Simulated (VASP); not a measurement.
# GeMo2 (I4/mcm) in VASP: relaxation of cell and atoms with PBE

Aim: the relaxation of cell and atoms of GeMo2 with PBE.

All numbers are computed with VASP 6.6.1; they aren't measurements. Logs are shortened: lines on timing, memory, paths and dates and some standing lists are left out, and cuts for length are marked.

## (1) The cell of the first run

The structure is tetragonal, space group I4/mcm (No. 140). The conventional cell has a = 6.068 Å, b = 6.068 Å, c = 5.071 Å, α = 90.00°, β = 90.00°, γ = 90.00°. Within 3.3 Å of Ge (site symmetry 422) lie 2 Ge at 2.54 Å and 8 Mo at 2.64 Å. Mo (site symmetry m2m) has 11 Mo at 2.52 to 3.28 Å and 4 Ge at 2.64 Å within 3.3 Å.

The cell was generated, and may not be a known phase.

## (2) Relaxation of cell and atoms, PBE

The input, INCAR:

```
PREC     = Accurate       # precision mode
ENCUT    = 600            # plane-wave cutoff, eV
EDIFF    = 1E-6           # SCF threshold, eV
ISMEAR   = 0              # smearing method
SIGMA    = 0.1            # smearing width, eV
LREAL    = F              # projectors in reciprocal space
LASPH    = T              # aspherical terms in the spheres
NELM     = 100            # most SCF steps
ALGO     = Fast           # electronic algorithm
ISIF     = 3              # what is computed and relaxed
LWAVE    = F              # write WAVECAR
LCHARG   = F              # write CHGCAR
GGA      = PE             # functional
IBRION   = 2              # ionic algorithm
NSW      = 100            # ionic steps
EDIFFG   = -0.01          # ionic threshold
```

The input, KPOINTS:

```
Automatic mesh
0
Gamma
  10 10 10
```

The input, POSCAR:

```
GeMo2
1.0
   -3.0339770902      3.0339770902      2.5355849013
    3.0339770902     -3.0339770902      2.5355849013
    3.0339770902      3.0339770902     -2.5355849013
Ge Mo
2 4
Direct
    0.2500000000      0.2500000000      0.0000000000
    0.7500000000      0.7500000000      0.0000000000
    0.6467675398      0.1467675398      0.7935350796
    0.1467675398      0.3532324602      0.5000000000
    0.3532324602      0.8532324602      0.2064649204
    0.8532324602      0.6467675398      0.5000000000
```

Potentials or basis: VASP PAW PBE potentials, release 64 (Ge_d, Mo_sv).

The run is started by

```
$ cat potpaw_PBE.64/Ge_d/POTCAR potpaw_PBE.64/Mo_sv/POTCAR > POTCAR
$ mpirun -np 1 vasp_std > vasp.out
```

OUTCAR:

```text
PREC = Accurate
   ENCUT = 600
   EDIFF = 1E-6
   ISMEAR = 0
   LREAL = F
   LASPH = T
   NELM = 100
   ISIF = 3
   GGA = PE
   IBRION = 2
   NSW = 100
   EDIFFG = -0.01

 ion  position               nearest neighbor table
   1  0.250  0.250  0.000-   2 2.54   2 2.54   4 2.64   4 2.64   6 2.64   6 2.64   3 2.64   5 2.64
                             3 2.64   5 2.64
   2  0.750  0.750  0.000-   1 2.54   1 2.54   6 2.64   6 2.64   4 2.64   4 2.64   5 2.64   3 2.64
                             5 2.64   3 2.64
   3  0.647  0.147  0.794-   5 2.52   2 2.64   1 2.64   2 2.64   1 2.64   5 3.09   5 3.09   6 3.10
                             4 3.10   4 3.10   6 3.10   6 3.28   4 3.28   4 3.28   6 3.28
   4  0.147  0.353  0.500-   6 2.52   1 2.64   2 2.64   1 2.64   2 2.64   6 3.09   6 3.09   5 3.10
                             3 3.10   3 3.10   5 3.10   3 3.28   5 3.28   3 3.28   5 3.28
   5  0.353  0.853  0.206-   3 2.52   1 2.64   2 2.64   1 2.64   2 2.64   3 3.09   3 3.09   6 3.10
                             4 3.10   6 3.10   4 3.10   6 3.28   4 3.28   6 3.28   4 3.28
   6  0.853  0.647  0.500-   4 2.52   2 2.64   1 2.64   2 2.64   1 2.64   4 3.09   4 3.09   5 3.10
                             3 3.10   3 3.10   5 3.10   3 3.28   5 3.28   5 3.28   3 3.28

  LATTYP: Found a body centered tetragonal cell.
 ALAT       =     6.0679541804
 C/A-ratio  =     0.8357297455

  Lattice vectors:

 A1 = (  -3.0339770902,   3.0339770902,   2.5355849013)
 A2 = (   3.0339770902,  -3.0339770902,   2.5355849013)
 A3 = (   3.0339770902,   3.0339770902,  -2.5355849013)

Analysis of symmetry for initial positions (statically):
=====================================================================
 Subroutine PRICEL returns:
 Original cell was already a primitive cell.

 Routine SETGRP: Setting up the symmetry group for a
 body centered tetragonal supercell.

 Subroutine GETGRP returns: Found 16 space group operations
 (whereof  8 operations were pure point group operations)
 out of a pool of 16 trial point group operations.

The static configuration has the point symmetry C_4h.
 The point group associated with its full space group is D_4h.

Analysis of symmetry for dynamics (positions and initial velocities):
=====================================================================
 Subroutine PRICEL returns:
 Original cell was already a primitive cell.

 Routine SETGRP: Setting up the symmetry group for a
 body centered tetragonal supercell.

 Subroutine GETGRP returns: Found 16 space group operations
 (whereof  8 operations were pure point group operations)
 out of a pool of 16 trial point group operations.

The dynamic configuration has the point symmetry C_4h.
 The point group associated with its full space group is D_4h.

 Subroutine INISYM returns: Found 16 space group operations
 (whereof  8 operations are pure point group operations),
 and found     1 'primitive' translations

----------------------------------------------------------------------------------------

                                     Primitive cell

  volume of cell :      93.3604

  direct lattice vectors                    reciprocal lattice vectors
    -3.033977090  3.033977090  2.535584901     0.000000000  0.164800190  0.197193160
     3.033977090 -3.033977090  2.535584901     0.164800190  0.000000000  0.197193160
     3.033977090  3.033977090 -2.535584901     0.164800190  0.164800190  0.000000000

  length of vectors
     4.983896544  4.983896544  4.983896544     0.256990749  0.256990749  0.233062663

  position of ions in fractional coordinates (direct lattice)
     0.250000000  0.250000000  0.000000000
     0.750000000  0.750000000  0.000000000
     0.646767540  0.146767540  0.793535080
     0.146767540  0.353232460  0.500000000
     0.353232460  0.853232460  0.206464920
     0.853232460  0.646767540  0.500000000

  ion indices of the primitive-cell ions
   primitive index   ion index
                 1           1
                 2           2
                 3           3
                 4           4
                 5           5
                 6           6

----------------------------------------------------------------------------------------

 KPOINTS: Automatic mesh

Automatic generation of k-mesh.
 Grid dimensions read from file:
 generate k-points for:   10   10   10

 Generating k-lattice:

  Cartesian coordinates                     Fractional coordinates (reciprocal lattice)
     0.000000000  0.016480019  0.019719316     0.100000000 -0.000000000  0.000000000
     0.016480019  0.000000000  0.019719316    -0.000000000  0.100000000  0.000000000
     0.016480019  0.016480019  0.000000000     0.000000000  0.000000000  0.100000000

  Length of vectors
     0.025699075  0.025699075  0.023306266

  Shift w.r.t. Gamma in fractional coordinates (k-lattice)
     0.000000000  0.000000000  0.000000000

 Subroutine IBZKPT returns following result:
 ===========================================

 Found    102 irreducible k-points:

 Following reciprocal coordinates:
            Coordinates               Weight
  0.000000  0.000000  0.000000      1.000000
  0.100000 -0.000000  0.000000      8.000000
  0.200000 -0.000000  0.000000      8.000000
  0.300000  0.000000  0.000000      8.000000
  0.400000 -0.000000  0.000000      8.000000
  0.500000  0.000000  0.000000      4.000000
[... 16 lines left out ...]
  0.300000  0.300000  0.000000      8.000000
  0.400000  0.300000 -0.000000     16.000000
 [... further k-points ...]
   k-points           NKPTS =    102   k-points in BZ     NKDIM =    102   number of bands    NBANDS=     50
   number of dos      NEDOS =    301   number of ions     NIONS =      6
   total plane-waves  NPLWV =  64000
   dimension x,y,z NGX =    40 NGY =   40 NGZ =   40
   dimension x,y,z NGXF=    80 NGYF=   80 NGZF=   80
   ions per type =               2   4
   NGX,Y,Z   is equivalent  to a cutoff of  13.34, 13.34, 13.34 a.u.
   NGXF,Y,Z  is equivalent  to a cutoff of  26.69, 26.69, 26.69 a.u.
 SYSTEM =  unknown system
   PREC   = accura    normal or accurate (medium, high low for compatibility)
   ISTART =      0    job   : 0-new  1-cont  2-samecut
   ICHARG =      2    charge: 1-file 2-atom 10-const
   ISPIN  =      1    spin polarized calculation?
   LNONCOLLINEAR =      F non collinear calculations
   LSORBIT =      F    spin-orbit coupling
   LASPH  =      T    aspherical Exc in radial PAW
   ENCUT  =  600.0 eV  44.10 Ry    6.64 a.u.   9.95  9.95  9.95*2*pi/ulx,y,z
   NELM   =    100;   NELMIN=  2; NELMDL= -5     # of ELM steps
   EDIFF  = 0.1E-05   stopping-criterion for ELM
   LREAL  =      F    real-space projection
   EDIFFG = -.1E-01   stopping-criterion for IOM
   NSW    =    100    number of steps for IOM
   IBRION =      2    ionic relax: 0-MD 1-quasi-New 2-CG
   NFREE  =      1    steps in history (QN), initial steepest desc. (CG)
   ISIF   =      3    stress and relaxation
   ISYM   =      2    0-nonsym 1-usesym 2-fastsym
   POTIM  = 0.5000    time-step for ionic-motion
   TEBEG  =    0.0;   TEEND  =   0.0 temperature during run
   PSTRESS=    0.0 pullay stress
   NELECT =      84.0000    total number of electrons
   NUPDOWN=      -1.0000    fix difference up-down
   EMIN   =  10.00;   EMAX   =-10.00  energy-range for DOS
   EFERMI =   0.00;   METHOD = LEGACY
   ISMEAR =     0;   SIGMA  =   0.10  broadening in eV -4-tet -1-fermi 0-gaus
   EFERMI_NEDOS =   21; number of points for ismear=-14 and -15
   IALGO  =     68    algorithm
   IMIX   =      4    mixing-type and parameters
     AMIX     =   0.40;   BMIX     =  1.00
     AMIX_MAG =   1.60;   BMIX_MAG =  1.00
  volume/ion in A,a.u.               =      15.56       105.00
  Fermi-wavevector in a.u.,A,eV,Ry     =   1.580448  2.986615 33.984869  2.497817
  Thomas-Fermi vector in A             =   2.680674
   LORBIT       =      0    0 simple, 1 ext, 2 COOP (PROOUT), +10 PAW based schemes
   GGA     = PE    functional components
   LHFCALC =     F    Hartree Fock is set to
   AEXX    =    0.0000 exact exchange contribution
   IVDW    =     0    specifies the selected vdW correction
   LEPSILON=     F    determine dielectric tensor
   LRPA    =     F    only Hartree local field effects (RPA)
 conjugate gradient relaxation of ions
 non-spin polarized calculation
 RMM-DIIS sequential band-by-band and
 Gauss-broadening in eV      SIGMA  =   0.10
  energy-cutoff  :      600.00
  volume of cell :       93.36
 maximum number of plane-waves:      3158
   NGX = 19   NGY = 19   NGZ = 19

--------------------------------------- Ionic step        1  -------------------------------------------

 number of electron      84.0000019 magnetization

 Free energy of the ion-electron system (eV)
  ---------------------------------------------------
  ext. energy  EPLUGINS =         0.00000000
  ---------------------------------------------------
  free energy    TOTEN  =       -52.52167267 eV

  energy without entropy =      -52.49498516  energy(sigma->0) =      -52.50832892

------------------------ aborting loop because EDIFF is reached ----------------------------------------

  FORCE on cell =-STRESS in cart. coord.  units (eV):
  Direction    XX          YY          ZZ          XY          YZ          ZX
  --------------------------------------------------------------------------------------
  -------------------------------------------------------------------------------------
  Total        0.2407717      0.2407717      0.1694905     -0.0000000      0.0000000      0.0000000
  in kB        4.1319338      4.1319338      2.9086608     -0.0000000      0.0000000      0.0000000
  external PRESSURE =       3.7241762 kB  Pullay stress =       0.0000000 kB
[... 185 lines left out ...]
  energy  without entropy=      -52.4964293817  energy(sigma->0) =      -52.51015490

--------------------------------------- Ionic step        6  -------------------------------------------

 number of electron      84.0000024 magnetization

 Free energy of the ion-electron system (eV)
  ---------------------------------------------------
  ext. energy  EPLUGINS =         0.00000000
  ---------------------------------------------------
  free energy    TOTEN  =       -52.52398014 eV

  energy without entropy =      -52.49644224  energy(sigma->0) =      -52.51021119

 E-fermi :  11.2713     XC(G=0): -13.0223

 val. band max:       11.2712531354   @ k =  -0.2000   0.2000   0.0000
 cond. band min:      11.2713569700   @ k =   0.4000   0.3000  -0.0000
 fundamental gap:      0.0001038346
 Fermi energy:        11.2712911830

 k-point     1 :       0.0000    0.0000    0.0000
  band No.  band energies     occupation
      1     -49.7563      2.00000
      2     -49.6847      2.00000
      3     -49.5749      2.00000
      4     -49.5749      2.00000
      5     -24.1455      2.00000
      6     -24.1217      2.00000
[... 1261 lines left out ...]
     49      13.6020      0.00000
     50      13.8062      0.00000

 [... further k-points ...]

------------------------ aborting loop because EDIFF is reached ----------------------------------------

  FORCE on cell =-STRESS in cart. coord.  units (eV):
  Direction    XX          YY          ZZ          XY          YZ          ZX
  --------------------------------------------------------------------------------------
  -------------------------------------------------------------------------------------
  Total       -0.0461754     -0.0461754     -0.0201845      0.0000000      0.0000000      0.0000000
  in kB       -0.7917634     -0.7917634     -0.3461017      0.0000000      0.0000000      0.0000000
  external PRESSURE =      -0.6432095 kB  Pullay stress =       0.0000000 kB
[... 21 lines left out ...]
  FREE ENERGIE OF THE ION-ELECTRON SYSTEM (eV)
  ---------------------------------------------------
  free  energy   TOTEN  =       -52.5239801429 eV

  energy  without entropy=      -52.4964422377  energy(sigma->0) =      -52.51021119

 reached required accuracy - stopping structural energy minimisation
```

Run time: 65 min. Hardware: 1 thread of Oxide Virtual Turin-like, shared host; peak memory 0.55 GiB.

Results:

```
Free energy                           : -52.5240 eV
Relaxed volume                        : 15.57 Å³/atom
Relaxed cell                          : a = 4.985 Å, b = 4.985 Å, c = 4.985 Å, α = 105.04°, β = 105.04°, γ = 118.76°
Space group after relaxing (to 0.1 Å) : I4/mcm (No. 140)
Energy gained by relaxing             : 0.4 meV/atom
Ionic steps                           : 6
Pressure after relaxing               : -0.1 GPa
Band gap on the k mesh                : zero (bands 42 and 43 overlap by 1.21 eV)
```

The path:
```csv
step,energy change (eV),largest force (eV/Å),pressure (GPa),volume (Å³)
1,0.0000,0.1058,0.37,93.36
2,-0.0006,0.0313,-0.91,93.85
3,-0.0010,0.0617,-0.39,93.65
4,-0.0021,0.0139,-0.06,93.45
5,-0.0022,0.0021,0.06,93.39
6,-0.0023,0.0016,-0.06,93.44
```

Final structure:
```
CELL_PARAMETERS angstrom
-3.03329 3.03329 2.53886
3.03329 -3.03329 2.53886
3.03329 3.03329 -2.53886
ATOMIC_POSITIONS crystal
Ge 0.25000 0.25000 0.00000
Ge 0.75000 0.75000 0.00000
Mo 0.64805 0.14805 0.79610
Mo 0.14805 0.35195 0.50000
Mo 0.35195 0.85195 0.20390
Mo 0.85195 0.64805 0.50000
```

Levels at points of the mesh, in eV from the Fermi level:
```
           k point  band 38  band 39  band 40  band 41  band 42  band 43  band 44  band 45  band 46  band 47
(0.00, 0.00, 0.00)    -2.52    -0.98    -0.70     0.01     0.01     0.25     0.84     0.84     1.11     1.69
(0.50, 0.00, 0.00)    -2.39    -1.09    -1.09    -0.50    -0.50     0.60     0.60     1.43     1.43     1.70
(0.50, 0.50, 0.00)    -1.66    -1.07    -1.04    -0.51     0.00     0.44     0.67     1.48     1.60     2.30
(0.50, 0.50, 0.50)    -1.53    -1.42    -1.42    -0.92    -0.57    -0.57    -0.28     1.10     1.60     2.16
```
